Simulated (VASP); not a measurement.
# SiGe3Pt (P3m1) in VASP: notebook

The runs below take SiGe3Pt through single point, with PBE.

Program: VASP 6.6.1. These are calculated values, not measurements. Logs are shortened: lines on timing, memory, paths and dates and some standing lists are left out, and cuts for length are marked.

## (1) The cell of the first run

It takes space group P3m1 (No. 156, trigonal). The conventional cell has a = 4.121 Å, b = 4.121 Å, c = 7.846 Å, α = 90.00°, β = 90.00°, γ = 120.00°. Si (site symmetry 3m) has 4 Ge at 2.50 to 2.53 Å within 3.3 Å. Ge (site symmetry 3m) has 3 Si at 2.50 Å and 1 Ge at 2.65 Å within 3.3 Å. Within 3.4 Å of Ge (site symmetry 3m) lie 3 Pt at 2.56 Å and 4 Ge at 2.65 to 3.04 Å. Ge (site symmetry 3m) has 1 Si at 2.53 Å and 3 Pt at 2.56 Å and 3 Ge at 3.04 Å within 3.3 Å. Pt (site symmetry 3m) has 6 Ge at 2.56 Å within 3.4 Å.

## (2) Single point, PBE (23.08 Å³/atom)

File INCAR:

```
SYSTEM = SiGe3Pt
  PREC = Accurate
  ENCUT = 520
  EDIFF = 1E-6
  ISMEAR = 0
  SIGMA = 0.1
  LREAL = .FALSE.
  LASPH = .TRUE.
  NELM = 80
  ALGO = Normal
  ISIF = 2
  LWAVE = .FALSE.
  LCHARG = .TRUE.
  GGA = PE
  LELF = .TRUE.
  LVHAR = .TRUE.
  NBANDS = 36
```

File KPOINTS:

```
regular mesh
0
G
  12 12 4
  0 0 0
```

File POSCAR:

```
SiGe3Pt
1.0
    4.1209201386      0.0000000000      0.0000000000
   -2.0604600693      3.5688215270      0.0000000000
    0.0000000000      0.0000000000      7.8458924150
Si Ge Pt
1 3 1
Direct
    0.0000000000      0.0000000000      0.4464737879
    0.6666666667      0.3333333333      0.5449031319
    0.6666666667      0.3333333333      0.8827829973
    0.0000000000      0.0000000000      0.1239459914
    0.3333333333      0.6666666667      0.0018940915
```

Potentials or basis: VASP PAW PBE potentials, release 64 (Si, Ge_d, Pt).

On the command line:

```
$ cat potpaw_PBE.64/Si/POTCAR potpaw_PBE.64/Ge_d/POTCAR potpaw_PBE.64/Pt/POTCAR > POTCAR
$ mpirun -np 1 vasp_std > vasp.out
```

OUTCAR:

```text
SYSTEM = SiGe3Pt
   PREC = Accurate
   ENCUT = 520
   EDIFF = 1E-6
   ISMEAR = 0
   LREAL = .FALSE.
   LASPH = .TRUE.
   NELM = 80
   ISIF = 2
   GGA = PE

 ion  position               nearest neighbor table
   1  0.000  0.000  0.446-   2 2.50   2 2.50   2 2.50   4 2.53
   2  0.667  0.333  0.545-   1 2.50   1 2.50   1 2.50   3 2.65
   3  0.667  0.333  0.883-   5 2.56   5 2.56   5 2.56   2 2.65
   4  0.000  0.000  0.124-   1 2.53   5 2.56   5 2.56   5 2.56
   5  0.333  0.667  0.002-   3 2.56   3 2.56   3 2.56   4 2.56   4 2.56   4 2.56

  LATTYP: Found a hexagonal cell.
 ALAT       =     4.1209201386
 C/A-ratio  =     1.9039176085

  Lattice vectors:

 A1 = (   4.1209201386,   0.0000000000,   0.0000000000)
 A2 = (  -2.0604600693,   3.5688215270,   0.0000000000)
 A3 = (   0.0000000000,   0.0000000000,   7.8458924150)

Analysis of symmetry for initial positions (statically):
=====================================================================
 Subroutine PRICEL returns:
 Original cell was already a primitive cell.

 Routine SETGRP: Setting up the symmetry group for a
 hexagonal supercell.

 Subroutine GETGRP returns: Found  6 space group operations
 (whereof  6 operations were pure point group operations)
 out of a pool of 24 trial point group operations.

The static configuration has the point symmetry C_3v.

Analysis of symmetry for dynamics (positions and initial velocities):
=====================================================================
 Subroutine PRICEL returns:
 Original cell was already a primitive cell.

 Routine SETGRP: Setting up the symmetry group for a
 hexagonal supercell.

 Subroutine GETGRP returns: Found  6 space group operations
 (whereof  6 operations were pure point group operations)
 out of a pool of 24 trial point group operations.

The dynamic configuration has the point symmetry C_3v.

 Subroutine INISYM returns: Found  6 space group operations
 (whereof  6 operations are pure point group operations),
 and found     1 'primitive' translations

----------------------------------------------------------------------------------------

                                     Primitive cell

  volume of cell :     115.3882

  direct lattice vectors                    reciprocal lattice vectors
     4.120920139  0.000000000  0.000000000     0.242664251  0.140102271  0.000000000
    -2.060460069  3.568821527  0.000000000     0.000000000  0.280204542  0.000000000
     0.000000000  0.000000000  7.845892415     0.000000000  0.000000000  0.127455227
[... 93 lines left out ...]
   NSW    =      0    number of steps for IOM
   IBRION =     -1    ionic relax: 0-MD 1-quasi-New 2-CG
   NFREE  =      0    steps in history (QN), initial steepest desc. (CG)
   ISIF   =      2    stress and relaxation
   ISYM   =      2    0-nonsym 1-usesym 2-fastsym
   POTIM  = 0.5000    time-step for ionic-motion
   TEBEG  =    0.0;   TEEND  =   0.0 temperature during run
   PSTRESS=    0.0 pullay stress
   NELECT =      56.0000    total number of electrons
   NUPDOWN=      -1.0000    fix difference up-down
   EMIN   =  10.00;   EMAX   =-10.00  energy-range for DOS
   EFERMI =   0.00;   METHOD = LEGACY
   ISMEAR =     0;   SIGMA  =   0.10  broadening in eV -4-tet -1-fermi 0-gaus
   EFERMI_NEDOS =   21; number of points for ismear=-14 and -15
   IALGO  =     38    algorithm
   IMIX   =      4    mixing-type and parameters
     AMIX     =   0.40;   BMIX     =  1.00
     AMIX_MAG =   1.60;   BMIX_MAG =  1.00
  volume/ion in A,a.u.               =      23.08       155.74
  Fermi-wavevector in a.u.,A,eV,Ry     =   1.286521  2.431173 22.519514  1.655138
  Thomas-Fermi vector in A             =   2.418591
   LORBIT       =      0    0 simple, 1 ext, 2 COOP (PROOUT), +10 PAW based schemes
   GGA     = PE    functional components
   LHFCALC =     F    Hartree Fock is set to
   AEXX    =    0.0000 exact exchange contribution
   IVDW    =     0    specifies the selected vdW correction
   LEPSILON=     F    determine dielectric tensor
   LRPA    =     F    only Hartree local field effects (RPA)
 non-spin polarized calculation
 Gauss-broadening in eV      SIGMA  =   0.10
  energy-cutoff  :      520.00
  volume of cell :      115.39
 maximum number of plane-waves:      3129
 NGX is ok and might be reduce to    32

 number of electron      56.0000010 magnetization

 Free energy of the ion-electron system (eV)
  ---------------------------------------------------
  ext. energy  EPLUGINS =         0.00000000
  ---------------------------------------------------
  free energy    TOTEN  =       -25.44732458 eV

  energy without entropy =      -25.44310824  energy(sigma->0) =      -25.44521641

 E-fermi :   4.8175     XC(G=0):  -9.8166

 val. band max:        4.7976303637   @ k =   0.3333   0.2500   0.0000
 cond. band min:       4.8757300076   @ k =   0.0833  -0.0000   0.2500
 fundamental gap:      0.0780996439
 Fermi energy:         4.8175202386

 k-point     1 :       0.0000    0.0000    0.0000
  band No.  band energies     occupation
      1     -19.8065      2.00000
      2     -19.7773      2.00000
      3     -19.7773      2.00000
      4     -19.7483      2.00000
      5     -19.7483      2.00000
      6     -19.7403      2.00000
[... 925 lines left out ...]
     35       9.7500      0.00000
     36       9.9370      0.00000

 [... further k-points ...]

------------------------ aborting loop because EDIFF is reached ----------------------------------------

  FORCE on cell =-STRESS in cart. coord.  units (eV):
  Direction    XX          YY          ZZ          XY          YZ          ZX
  --------------------------------------------------------------------------------------
  -------------------------------------------------------------------------------------
  Total       -2.8044859     -2.8044859     -2.7678291      0.0000000      0.0000000      0.0000000
  in kB      -38.9405840    -38.9405840    -38.4316010      0.0000000      0.0000000      0.0000000
  external PRESSURE =     -38.7709230 kB  Pullay stress =       0.0000000 kB

 VOLUME and BASIS-vectors are now :
 -----------------------------------------------------------------------------
  energy-cutoff  :      520.00
  volume of cell :      115.39
      direct lattice vectors                 reciprocal lattice vectors
     4.120920139  0.000000000  0.000000000     0.242664251  0.140102271  0.000000000
    -2.060460069  3.568821527  0.000000000     0.000000000  0.280204542  0.000000000
     0.000000000  0.000000000  7.845892415     0.000000000  0.000000000  0.127455227

 POSITION                                       TOTAL-FORCE (eV/Angst)
 -----------------------------------------------------------------------------------
      0.00000      0.00000      3.50299         0.000000      0.000000      0.005353
      2.06046      1.18961      4.27525        -0.000000     -0.000000     -0.006495
      2.06046      1.18961      6.92622        -0.000000      0.000000     -0.003173
      0.00000      0.00000      0.97247         0.000000      0.000000      0.005347
     -0.00000      2.37921      0.01486         0.000000      0.000000     -0.001032
 -----------------------------------------------------------------------------------
    total drift:                                0.000001     -0.000000      0.001430

  FREE ENERGIE OF THE ION-ELECTRON SYSTEM (eV)
  ---------------------------------------------------
  free  energy   TOTEN  =       -25.4473245762 eV

  energy  without entropy=      -25.4431082410  energy(sigma->0) =      -25.44521641
```

OSZICAR:

```text
N       E                     dE             d eps       ncg     rms          rms(c)
DAV:   1     0.545022782816E+03    0.54502E+03   -0.26708E+04  5944   0.360E+03
DAV:   2     0.697664048713E+02   -0.47526E+03   -0.45941E+03  4976   0.883E+02
DAV:   3    -0.203536845795E+02   -0.90120E+02   -0.88276E+02  5436   0.202E+02
DAV:   4    -0.257751810095E+02   -0.54215E+01   -0.53857E+01  6052   0.561E+01
DAV:   5    -0.258975443833E+02   -0.12236E+00   -0.12227E+00  5684   0.934E+00    0.870E+00
DAV:   6    -0.255709009205E+02    0.32664E+00   -0.24973E+00  6196   0.965E+00    0.406E+00
DAV:   7    -0.254706620105E+02    0.10024E+00   -0.53258E-01  5552   0.550E+00    0.243E+00
DAV:   8    -0.254473502733E+02    0.23312E-01   -0.71435E-02  5520   0.243E+00    0.381E-01
DAV:   9    -0.254466734705E+02    0.67680E-03   -0.19007E-02  6832   0.137E+00    0.182E-01
DAV:  10    -0.254471944056E+02   -0.52094E-03   -0.32113E-03  6260   0.549E-01    0.544E-02
DAV:  11    -0.254472910797E+02   -0.96674E-04   -0.29778E-04  5892   0.230E-01    0.245E-02
DAV:  12    -0.254473194412E+02   -0.28362E-04   -0.78005E-05  5796   0.986E-02    0.706E-03
DAV:  13    -0.254473238082E+02   -0.43670E-05   -0.94887E-06  5772   0.527E-02    0.304E-03
DAV:  14    -0.254473245762E+02   -0.76809E-06   -0.13233E-06  3944   0.209E-02
   1 F= -.25447325E+02 E0= -.25445216E+02  d E =-.421634E-02
```

Run time: 97 s. Hardware: 1 thread of Intel Xeon 6975P-C (Granite Rapids), shared host; peak memory 0.4 GiB.

What came out:

* Free energy: -25.4473 eV
* Pressure: -3.9 GPa
* Largest force: 0.006 eV/Å
* Band gap on the k mesh: zero (bands 28 and 29 overlap by 2.26 eV)

Forces on the atoms (eV/Å):
```
Si   0.000  0.000  0.005
Ge   0.000  0.000 -0.006
Ge   0.000  0.000 -0.003
Ge   0.000  0.000  0.005
Pt   0.000  0.000 -0.001
```

Levels at points of the mesh, in eV from the Fermi level:
```tsv
k point	band 25	band 26	band 27	band 28	band 29	band 30	band 31	band 32
(0.00, 0.00, 0.00)	-0.86	-0.86	-0.63	0.41	1.53	1.53	2.93	3.49
(0.50, 0.00, 0.00)	-2.67	-2.37	-2.36	-0.98	0.75	1.09	1.57	3.09
(0.00, 0.00, 0.50)	-0.93	-0.93	0.53	1.13	2.03	2.03	2.78	2.78
(0.50, 0.00, 0.50)	-2.78	-2.10	-1.58	-1.35	-1.07	1.17	1.43	3.85
```

Caveat: the cell stands under tension; spin-orbit coupling is left out, which moves the levels of the heavy elements.

## (3) Single point, PBE

This run uses another cell than the first one: it holds 10 atoms, not 5.

File INCAR:

```
ALGO = Fast
EDIFF = 1E-6
ENCUT = 520
GGA = PE
ISIF = 2
ISMEAR = 0
LASPH = True
LCHARG = False
LREAL = False
LWAVE = False
NBANDS = 67
NELM = 80
PREC = Accurate
SIGMA = 0.2
```

File KPOINTS:

```
k-points
0
Gamma
  6 4 4
```

File POSCAR:

```
SiGe3Pt
1.0
    2.0288548738     -3.5140797226      0.0000000000
   -6.0865646213     -3.5140797226      0.0000000000
    0.0000000000      0.0000000000     -7.6341892759
Si Ge Pt
2 6 2
Direct
    0.5000000000      0.5000000000      0.5516519679
    0.0000000000      0.0000000000      0.5516519679
    1.0000000000      0.6666666667      0.4553418673
    0.5000000000      0.1666666667      0.4553418673
    1.0000000000      0.6666666667      0.1201369461
    0.5000000000      0.1666666667      0.1201369461
    0.5000000000      0.5000000000      0.8742384945
    0.0000000000      1.0000000000      0.8742384945
    0.5000000000      0.8333333333      0.9986307242
    1.0000000000      0.3333333333      0.9986307242
```

Potentials or basis: VASP PAW PBE potentials, release 64 (Si, Ge_d, Pt).

On the command line:

```
$ cat potpaw_PBE.64/Si/POTCAR potpaw_PBE.64/Ge_d/POTCAR potpaw_PBE.64/Pt/POTCAR > POTCAR
$ mpirun -np 1 vasp_std > vasp.out
```

Run time: 13 min. Hardware: 1 thread of Oxide Virtual Turin-like, shared host; peak memory 0.57 GiB.

Results (log left out):

```
Free energy            : -51.0675 eV
Pressure               : 0.0 GPa
Largest force          : 0.032 eV/Å
Band gap on the k mesh : zero (bands 56 and 57 overlap by 1.81 eV)
```

Forces in eV/Å, atoms in the order of the input:
```
Si   0.001  0.001 -0.007
Si   0.001  0.001 -0.007
Ge  -0.002 -0.001 -0.005
Ge  -0.002 -0.001 -0.005
Ge   0.010  0.006 -0.013
Ge   0.010  0.006 -0.013
Ge  -0.013 -0.007  0.028
Ge  -0.013 -0.007  0.028
Pt   0.003  0.002 -0.003
Pt   0.003  0.002 -0.003
```

Stress tensor (GPa, compression positive):
```
-0.04  0.05  0.04
 0.05 -0.10  0.02
 0.04  0.02  0.09
```

Levels at points of the mesh, in eV from the Fermi level:
```
           k point  band 53  band 54  band 55  band 56  band 57  band 58  band 59  band 60
(0.00, 0.00, 0.00)    -0.98    -0.97    -0.63     0.49     0.76     1.21     1.53     1.54
(0.50, 0.00, 0.00)    -1.70    -1.70    -1.63    -1.63     0.11     0.11     2.55     2.55
(0.00, 0.50, 0.00)    -0.75    -0.75    -0.32    -0.32     0.53     0.53     1.51     1.51
(0.50, 0.50, 0.00)    -2.47    -2.47    -0.97    -0.97     0.76     0.76     1.21     1.21
(0.00, 0.00, 0.50)    -1.08    -1.07    -1.07     0.63     1.31     1.32     1.39     2.14
(0.50, 0.00, 0.50)    -2.09    -2.09    -0.91    -0.91     0.18     0.18     1.74     1.74
(0.00, 0.50, 0.50)    -1.29    -1.29     0.28     0.28     0.53     0.53     1.93     1.93
(0.50, 0.50, 0.50)    -1.62    -1.62    -1.39    -1.39    -1.08    -1.08     1.31     1.31
```

Caveat: spin-orbit coupling is left out, which moves the levels of the heavy elements.

The gap in the log of VASP goes by the Fermi energy; the results here count the filled bands.